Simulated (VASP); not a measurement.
The system is SnO.

```
Sn O
1.0
     3.34567    0.00000    0.00000
     0.00000    5.71185    0.00000
     0.00000    0.00000    3.92137
Sn O
2 2
Direct
  0.00000 0.23474 0.52694
  0.50000 0.76526 0.02694
  0.00000 0.88336 0.72306
  0.50000 0.11664 0.22306
```

| Property | Result |
| --- | --- |
| Program | VASP 6.6.1 |
| Task | relaxation of cell and atoms |
| Functional | LDA |
| Potentials or basis | VASP PAW LDA potentials, release 64 (Sn_d, O) |
| Cutoff | 600 eV |
| k mesh | 8 × 6 × 6 |
| Occupations | gaussian, width 0.02 eV |
| Spin | no spin polarisation |

At the start: pressure -4.3 GPa; volume 18.73 Å³/atom.

Question: How do energy, volume and symmetry change on relaxing?

Answer: Over 28 steps the energy falls by 15.6 meV/atom and the volume is 17.15 Å³/atom (-8.5 %); space group Pmn2_1 (No. 31, to 0.1 Å) before and after.

Step by step:
```
step  energy change (eV)  largest force (eV/Å)  pressure (GPa)  volume (Å³)
   1              0.0000                0.5361           -4.32        74.94
   2              0.0099                1.1160            4.83        69.59
   3             -0.0453                0.2010           -0.33        72.31
   4             -0.0505                0.1347           -0.28        71.81
   5             -0.0540                0.0395           -0.16        71.05
   6             -0.0541                0.0343           -0.15        70.93
   7             -0.0557                0.0668           -0.01        70.55
   8             -0.0562                0.1179            0.15        70.20
   9             -0.0572                0.1049            0.00        70.08
  10             -0.0586                0.0870           -0.46        69.72
  11             -0.0594                0.0558           -0.15        69.38
  12             -0.0596                0.0491            0.07        69.12
  13             -0.0599                0.0463            0.08        69.10
  14             -0.0605                0.0373            0.06        69.04
  15             -0.0614                0.0215            0.00        68.92
  16             -0.0616                0.0476           -0.07        68.67
  17             -0.0618                0.0316           -0.06        68.77
  18             -0.0621                0.0217            0.04        68.60
  19             -0.0622                0.0160            0.12        68.50
  20             -0.0622                0.0692           -0.21        68.64
  21             -0.0623                0.0327           -0.08        68.56
  22             -0.0624                0.0227            0.05        68.53
  23             -0.0624                0.0250            0.08        68.53
  24             -0.0625                0.0065           -0.02        68.62
  25             -0.0625                0.0097           -0.02        68.60
  26             -0.0625                0.0101            0.00        68.60
  27             -0.0625                0.0030            0.04        68.59
  28             -0.0625                0.0017            0.02        68.59
```

Final structure:
```yaml
crystal:
  lattice:
    - [3.29435, 0.00000, 0.00000]
    - [0.00000, 5.67177, 0.00000]
    - [0.00000, 0.00000, 3.67088]
  atoms:
    - { symbol: Sn, position: [0.00000, 0.23758, 0.53750] }
    - { symbol: Sn, position: [0.50000, 0.76242, 0.03750] }
    - { symbol: O, position: [0.00000, 0.88096, 0.71250] }
    - { symbol: O, position: [0.50000, 0.11904, 0.21250] }
```
